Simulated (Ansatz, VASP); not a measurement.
Two plane-wave programs on SrO

```
Sr O
1.0
     0.00000    2.57834    2.57834
     2.57834    0.00000    2.57834
     2.57834    2.57834    0.00000
Sr O
1 1
Cartesian
  0.0000 0.0000 0.0000
  2.5783 2.5783 2.5783
```

Change from the starting cell: volume scaled by 1.01, PAW files.

Alike in both runs: task electric field gradients; functional PBEsol; k mesh 8 × 8 × 8; occupations fermi-dirac, width 0.03 eV; no spin polarisation.

```csv
,VASP,Ansatz
version,VASP 6.6.1,Ansatz 0.2.0
potentials or method,"VASP PAW PBE potentials, release 64 (Sr_sv, O)","PAW with Ansatz's default frozen-core files, scalar-relativistic"
plane-wave cutoff (eV),520,420
valence electrons in the cell,16,16
```

|  | VASP | Ansatz | Ansatz less VASP |
| --- | --- | --- | --- |
| gap on the k mesh at the Fermi level (eV) | 3.16 | 3.21 | +0.047 |
| pressure (GPa) | -1.2 | -1.8 | -0.59 |

VASP's potentials were made for PBE, not for PBEsol. With one functional, cell and mesh, what is left measures potentials, basis and numerics.
